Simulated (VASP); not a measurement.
# SiO2 (P4_2/mnm) in VASP: a series of runs

Runs on SiO2. Level: LDA. Tasks: single point.

All numbers are computed with VASP 6.6.1; they aren't measurements. Logs are shortened: lines on timing, memory, paths and dates and some standing lists are left out, and cuts for length are marked.

## 1. The cell of the first run

The structure is tetragonal, space group P4_2/mnm (No. 136). The conventional cell has a = 4.033 Å, b = 4.033 Å, c = 2.573 Å, α = 90.00°, β = 90.00°, γ = 90.00°. Si (site symmetry mmm) has 6 O at 1.70 to 1.74 Å within 2.3 Å. Within 2.3 Å of O (site symmetry m2m) lie 3 Si at 1.70 to 1.74 Å and 1 O at 2.21 Å.

## 2. Single point, LDA

Contents of INCAR:

```
PREC = Accurate
ENCUT = 520
EDIFF = 1E-6
ISMEAR = 0
SIGMA = 0.01
LREAL = False
LASPH = True
NELM = 60
ALGO = Normal
ISIF = 2
LWAVE = False
LCHARG = True
GGA = CA
LELF = True
LVHAR = True
NBANDS = 25
```

Contents of KPOINTS:

```
regular mesh
0
Gamma
  6 6 8
```

Contents of POSCAR:

```
SiO2
1.0
    4.0331388063      0.0000000000      0.0000000000
    0.0000000000      4.0331388063      0.0000000000
    0.0000000000      0.0000000000      2.5732223079
Si O
2 4
Direct
    0.0000000000      0.0000000000      0.0000000000
    0.5000000000      0.5000000000      0.5000000000
    0.3059000000      0.3059000000      0.0000000000
    0.1941000000      0.8059000000      0.5000000000
    0.6941000000      0.6941000000      0.0000000000
    0.8059000000      0.1941000000      0.5000000000
```

Potentials or basis: VASP PAW LDA potentials, release 64 (Si, O).

Command:

```sh
$ cat potpaw_LDA.64/Si/POTCAR potpaw_LDA.64/O/POTCAR > POTCAR
$ mpirun -np 1 vasp_std > vasp.out
```

OUTCAR:

```text
PREC = Accurate
   ENCUT = 520
   EDIFF = 1E-6
   ISMEAR = 0
   LREAL = False
   LASPH = True
   NELM = 60
   ISIF = 2
   GGA = CA

 ion  position               nearest neighbor table
   1  0.000  0.000  0.000-   4 1.70   6 1.70   4 1.70   6 1.70   5 1.74   3 1.74   2 3.13   2 3.13
                             2 3.13   2 3.13   2 3.13   2 3.13   2 3.13   2 3.13
   2  0.500  0.500  0.500-   3 1.70   5 1.70   3 1.70   5 1.70   4 1.74   6 1.74   1 3.13   1 3.13
                             1 3.13   1 3.13   1 3.13   1 3.13   1 3.13   1 3.13
   3  0.306  0.306  0.000-   2 1.70   2 1.70   1 1.74
   4  0.194  0.806  0.500-   1 1.70   1 1.70   2 1.74
   5  0.694  0.694  0.000-   2 1.70   2 1.70   1 1.74
   6  0.806  0.194  0.500-   1 1.70   1 1.70   2 1.74

  LATTYP: Found a simple tetragonal cell.
 ALAT       =     4.0331388063
 C/A-ratio  =     0.6380197736

  Lattice vectors:

 A1 = (   4.0331388063,   0.0000000000,   0.0000000000)
 A2 = (   0.0000000000,   4.0331388063,   0.0000000000)
 A3 = (   0.0000000000,   0.0000000000,   2.5732223079)

Analysis of symmetry for initial positions (statically):
=====================================================================
 Subroutine PRICEL returns:
 Original cell was already a primitive cell.

 Routine SETGRP: Setting up the symmetry group for a
 simple tetragonal supercell.

 Subroutine GETGRP returns: Found 16 space group operations
 (whereof  8 operations were pure point group operations)
 out of a pool of 16 trial point group operations.

The static configuration has the point symmetry D_2h.
 The point group associated with its full space group is D_4h.

Analysis of symmetry for dynamics (positions and initial velocities):
=====================================================================
 Subroutine PRICEL returns:
 Original cell was already a primitive cell.

 Routine SETGRP: Setting up the symmetry group for a
 simple tetragonal supercell.

 Subroutine GETGRP returns: Found 16 space group operations
 (whereof  8 operations were pure point group operations)
 out of a pool of 16 trial point group operations.

The dynamic configuration has the point symmetry D_2h.
 The point group associated with its full space group is D_4h.

 Subroutine INISYM returns: Found 16 space group operations
 (whereof  8 operations are pure point group operations),
 and found     1 'primitive' translations

----------------------------------------------------------------------------------------

                                     Primitive cell

  volume of cell :      41.8566

  direct lattice vectors                    reciprocal lattice vectors
[... 102 lines left out ...]
   ISYM   =      2    0-nonsym 1-usesym 2-fastsym
   POTIM  = 0.5000    time-step for ionic-motion
   TEBEG  =    0.0;   TEEND  =   0.0 temperature during run
   PSTRESS=    0.0 pullay stress
   NELECT =      32.0000    total number of electrons
   NUPDOWN=      -1.0000    fix difference up-down
   EMIN   =  10.00;   EMAX   =-10.00  energy-range for DOS
   EFERMI =   0.00;   METHOD = LEGACY
   ISMEAR =     0;   SIGMA  =   0.01  broadening in eV -4-tet -1-fermi 0-gaus
   EFERMI_NEDOS =   21; number of points for ismear=-14 and -15
   IALGO  =     38    algorithm
   IMIX   =      4    mixing-type and parameters
     AMIX     =   0.40;   BMIX     =  1.00
     AMIX_MAG =   1.60;   BMIX_MAG =  1.00
  volume/ion in A,a.u.               =       6.98        47.08
  Fermi-wavevector in a.u.,A,eV,Ry     =   1.496937  2.828801 30.488224  2.240821
  Thomas-Fermi vector in A             =   2.608890
   LORBIT       =      0    0 simple, 1 ext, 2 COOP (PROOUT), +10 PAW based schemes
   GGA     = CA    functional components
   LHFCALC =     F    Hartree Fock is set to
   AEXX    =    0.0000 exact exchange contribution
   IVDW    =     0    specifies the selected vdW correction
   LEPSILON=     F    determine dielectric tensor
   LRPA    =     F    only Hartree local field effects (RPA)
 non-spin polarized calculation
 Gauss-broadening in eV      SIGMA  =   0.01
  energy-cutoff  :      520.00
  volume of cell :       41.86
 maximum number of plane-waves:      1154
 NGX is ok and might be reduce to    30
   NGX = 15   NGY = 15   NGZ =  9

 number of electron      32.0000036 magnetization

 Free energy of the ion-electron system (eV)
  ---------------------------------------------------
  ext. energy  EPLUGINS =         0.00000000
  ---------------------------------------------------
  free energy    TOTEN  =       -51.46431918 eV

  energy without entropy =      -51.46431918  energy(sigma->0) =      -51.46431918

 E-fermi :   9.8100     XC(G=0): -13.2840

 val. band max:        9.6553568170   @ k =   0.0000   0.0000   0.0000
 cond. band min:      16.4458009183   @ k =   0.0000   0.0000   0.0000
 fundamental gap:      6.7904441013
 Fermi energy:         9.8099678193

 k-point     1 :       0.0000    0.0000    0.0000
  band No.  band energies     occupation
      1     -13.9535      2.00000
      2      -9.6266      2.00000
      3      -9.6266      2.00000
      4      -9.3685      2.00000
      5      -1.9089      2.00000
      6       2.2907      2.00000
[... 661 lines left out ...]
     24      22.9596      0.00000
     25      23.9092      0.00000

 [... further k-points ...]

------------------------ aborting loop because EDIFF is reached ----------------------------------------

  FORCE on cell =-STRESS in cart. coord.  units (eV):
  Direction    XX          YY          ZZ          XY          YZ          ZX
  --------------------------------------------------------------------------------------
  -------------------------------------------------------------------------------------
  Total        9.5213219      9.5213219     12.3619882      0.0000000      0.0000000      0.0000000
  in kB      364.4552284    364.4552284    473.1896761      0.0000000      0.0000000      0.0000000
  external PRESSURE =     400.7000443 kB  Pullay stress =       0.0000000 kB

 VOLUME and BASIS-vectors are now :
 -----------------------------------------------------------------------------
  energy-cutoff  :      520.00
  volume of cell :       41.86
      direct lattice vectors                 reciprocal lattice vectors
     4.033138806  0.000000000  0.000000000     0.247945843  0.000000000  0.000000000
     0.000000000  4.033138806  0.000000000     0.000000000  0.247945843  0.000000000
     0.000000000  0.000000000  2.573222308     0.000000000  0.000000000  0.388617803

 POSITION                                       TOTAL-FORCE (eV/Angst)
 -----------------------------------------------------------------------------------
      0.00000      0.00000      0.00000        -0.000000      0.000000      0.000000
      2.01657      2.01657      1.28661        -0.000000      0.000000      0.000000
      1.23374      1.23374      0.00000        -0.567816     -0.567816      0.000000
      0.78283      3.25031      1.28661         0.567816     -0.567816      0.000000
      2.79940      2.79940      0.00000         0.567816      0.567816      0.000000
      3.25031      0.78283      1.28661        -0.567816      0.567816      0.000000
 -----------------------------------------------------------------------------------
    total drift:                               -0.000000      0.000000     -0.000000

  FREE ENERGIE OF THE ION-ELECTRON SYSTEM (eV)
  ---------------------------------------------------
  free  energy   TOTEN  =       -51.4643191849 eV

  energy  without entropy=      -51.4643191849  energy(sigma->0) =      -51.46431918
```

Run time: 60 s. Hardware: 1 thread of Intel Xeon 8259CL, shared host; peak memory 0.15 GiB.

Results:

```
Free energy            : -51.4643 eV
Pressure               : 40.1 GPa
Largest force          : 0.803 eV/Å
Band gap on the k mesh : 6.79 eV
```

Forces in eV/Å, atoms in the order of the input:
```
Si   0.000  0.000  0.000
Si   0.000  0.000  0.000
O   -0.568 -0.568  0.000
O    0.568 -0.568  0.000
O    0.568  0.568  0.000
O   -0.568  0.568  0.000
```

Caveat: the cell stands under pressure.

## 3. Single point, LDA

This run uses another cell than the first one, of 7.17 Å³/atom.

Contents of INCAR:

```
ALGO     = Normal         # electronic algorithm
EDIFF    = 1E-6           # SCF threshold, eV
ENCUT    = 520            # plane-wave cutoff, eV
GGA      = CA             # functional
ISIF     = 2              # what is computed and relaxed
ISMEAR   = 0              # smearing method
LASPH    = T              # aspherical terms in the spheres
LCHARG   = F              # write CHGCAR
LREAL    = F              # projectors in reciprocal space
LWAVE    = F              # write WAVECAR
NBANDS   = 25             # bands
NELM     = 80             # most SCF steps
PREC     = Accurate       # precision mode
SIGMA    = 0.01           # smearing width, eV
```

Contents of KPOINTS:

```
k-points
0
Gamma
  6 6 8
```

Edit POSCAR of step 2 so:

```diff
@@ -2,5 +2,5 @@
 1.0
-    4.0331388063      0.0000000000      0.0000000000
-    0.0000000000      4.0331388063      0.0000000000
-    0.0000000000      0.0000000000      2.5732223079
+    4.0701421467      0.0000000000      0.0000000000
+    0.0000000000      4.0701421467      0.0000000000
+    0.0000000000      0.0000000000      2.5968311707
 Si O
```

Potentials or basis: VASP PAW LDA potentials, release 64 (Si, O).

Command:

```sh
$ cat potpaw_LDA.64/Si/POTCAR potpaw_LDA.64/O/POTCAR > POTCAR
$ mpirun -np 1 vasp_std > vasp.out
```

Run time: 65 s. Hardware: 1 thread of Intel Xeon 8259CL, shared host; peak memory 0.15 GiB.

It converged, with:

```
Free energy            : -51.7109 eV
Pressure               : 27.2 GPa
Largest force          : 0.574 eV/Å
Band gap on the k mesh : 6.71 eV
```

Forces on the atoms (eV/Å):
```
Si   0.000  0.000  0.000
Si   0.000  0.000  0.000
O   -0.406 -0.406  0.000
O    0.406 -0.406  0.000
O    0.406  0.406  0.000
O   -0.406  0.406  0.000
```

Stress tensor (GPa, compression positive):
```
24.49  0.00  0.00
 0.00 24.49  0.00
 0.00  0.00 32.71
```

Levels at points of the mesh, in eV from the valence-band top:
| k point | band 12 | band 13 | band 14 | band 15 | band 16 | band 17 | band 18 | band 19 | band 20 | band 21 |
| --- | --- | --- | --- | --- | --- | --- | --- | --- | --- | --- |
| (0.00, 0.00, 0.00) | -3.42 | -2.62 | -0.94 | -0.94 | 0.00 | 6.71 | 7.09 | 9.00 | 9.00 | 10.99 |
| (0.50, 0.00, 0.00) | -4.32 | -2.90 | -2.90 | -1.17 | -1.17 | 8.57 | 8.57 | 9.58 | 9.58 | 11.36 |
| (0.50, 0.50, 0.00) | -3.57 | -2.89 | -2.89 | -2.60 | -2.60 | 8.19 | 8.19 | 10.61 | 10.61 | 13.67 |
| (0.00, 0.00, 0.50) | -4.99 | -3.56 | -3.56 | -3.02 | -3.02 | 9.96 | 9.96 | 13.19 | 13.19 | 13.48 |
| (0.50, 0.00, 0.50) | -4.43 | -2.52 | -2.52 | -2.00 | -2.00 | 9.38 | 9.38 | 10.59 | 10.59 | 12.32 |
| (0.50, 0.50, 0.50) | -4.82 | -1.95 | -1.95 | -1.75 | -1.75 | 8.04 | 8.04 | 11.32 | 11.32 | 11.76 |

Caveat: the cell stands under pressure. A k mesh can miss the band edges.
